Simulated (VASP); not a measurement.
Input of a VASP 6.6.1 run:

File INCAR:

```
ALGO = Fast
EDIFF = 1E-7
EDIFFG = -0.01
ENCUT = 600
GGA = PS
IBRION = 2
ISIF = 3
ISMEAR = -1
LASPH = True
LCHARG = False
LREAL = False
LWAVE = False
NELM = 100
NSW = 60
PREC = Accurate
SIGMA = 0.05
```

The input KPOINTS:

```
k-points
0
Gamma
  11 11 6
```

Contents of POSCAR:

```
Ru
1.0
    2.7058000000      0.0000000000      0.0000000000
   -1.3529000000      2.3432915376      0.0000000000
    0.0000000000      0.0000000000      4.2819000000
Ru
2
Direct
    0.6666666667      0.3333333333      0.7500000000
    0.3333333333      0.6666666667      0.2500000000
```

Potentials or basis: VASP PAW PBE potentials, release 64 (Ru_pv).

The run is started by

```console
$ cat potpaw_PBE.64/Ru_pv/POTCAR > POTCAR
$ mpirun -np 1 vasp_std > vasp.out
```

Task: What does it give for the band gap on the k mesh?

Result: Zero (band 14 reaches 14.59 eV, above the bottom of band 15 at 11.43 eV).

Task: Estimate the relaxed cell.

Result: a = 2.689 Å, b = 2.689 Å, c = 4.254 Å, α = 90.00°, β = 90.00°, γ = 120.00°.

Task: Estimate the relaxed volume.

Result: 13.32 Å³/atom.

Final structure:
```
Ru
1.0
     2.68934    0.00000    0.00000
    -1.34467    2.32903    0.00000
     0.00000    0.00000    4.25368
Ru
2
Direct
  0.66667 0.33333 0.75000
  0.33333 0.66667 0.25000
```

Caveat: the PAW data sets were made with another functional, which shifts forces and pressure a little.
